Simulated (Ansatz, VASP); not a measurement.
**BC in VASP and in Ansatz**

INCAR

```
SYSTEM = BC
PREC = Accurate
ENCUT = 600
EDIFF = 1E-7
ISMEAR = 0
SIGMA = 0.1
LREAL = .FALSE.
LASPH = .TRUE.
NELM = 60
ALGO = Normal
ISIF = 3
LWAVE = .FALSE.
LCHARG = .FALSE.
GGA = PE
IBRION = 2
NSW = 90
EDIFFG = -0.04
```

Contents of KPOINTS:

```
Automatic mesh
0
G
  6 4 4
  0 0 0
```

POSCAR

```
BC
1.0
    2.5955738700      0.0000000000      0.0000000000
    0.0000000000      4.4566806800      0.0000000000
    0.0000000000      0.0000000000      4.5336232600
B C
4 4
Direct
    0.7517375200      0.4107488200      0.9331580000
    0.2482624800      0.5892511800      0.9331580000
    0.7517375200      0.0892511800      0.4331580000
    0.2482624800      0.9107488200      0.4331580000
    0.1812587000      0.8705480100      0.1075797100
    0.8187413000      0.1294519900      0.1075797100
    0.1812587000      0.6294519900      0.6075797100
    0.8187413000      0.3705480100      0.6075797100
```

Input for Ansatz:

```yaml
crystal:
  lattice:
    - [2.59557387, 0.0, 0.0]
    - [0.0, 4.45668068, 0.0]
    - [0.0, 0.0, 4.53362326]
  atoms:
    - { symbol: B, position: [0.75173752, 0.41074882, 0.933158] }
    - { symbol: B, position: [0.24826248, 0.58925118, 0.933158] }
    - { symbol: B, position: [0.75173752, 0.08925118, 0.433158] }
    - { symbol: B, position: [0.24826248, 0.91074882, 0.433158] }
    - { symbol: C, position: [0.1812587, 0.87054801, 0.10757971] }
    - { symbol: C, position: [0.8187413, 0.12945199, 0.10757971] }
    - { symbol: C, position: [0.1812587, 0.62945199, 0.60757971] }
    - { symbol: C, position: [0.8187413, 0.37054801, 0.60757971] }
basis:
  ecutwfc: 420
kpoints:
  mp_grid: { grid: [6, 4, 4] }
hamiltonian:
  xc: pbe
scf:
  occupations: { method: gaussian, width: 0.1 }
  lower_state_search: "off"
output:
  forces: true
  stress: true
  eigenvalues: true
relax:
  adjacent_minimum: "off"
  f_tol: 0.04
  max_steps: 70
  cell: { stress_tol: 0.4 }
```

Alike in both runs: task relaxation of cell and atoms; functional PBE; k mesh 6 × 4 × 4; occupations gaussian, width 0.1 eV; no spin polarisation.

|  | VASP | Ansatz |
| --- | --- | --- |
| version | VASP 6.6.1 | Ansatz 0.2.0 |
| potentials or method | VASP PAW PBE potentials, release 64 (B, C), cutoff 600 eV | scalar-relativistic, plane waves, PAW |
| valence electrons in the cell | 28 | 28 |

Ansatz gave:

* gap on the k mesh at the Fermi level, each at its own relaxed structure (eV): none
* relaxed volume (Å³/atom): 7.48
* relaxed length of the cell vector where the two differ most in proportion (Å): 2.451

Which values does VASP return?

gap on the k mesh at the Fermi level, each at its own relaxed structure (eV): none; relaxed volume (Å³/atom): 7.49; relaxed length of the cell vector where the two differ most in proportion (Å): 2.452.

A gap of «none» marks a metal or a gap that the smearing closes.

The k mesh is coarse, so the values compare programs but aren't converged.
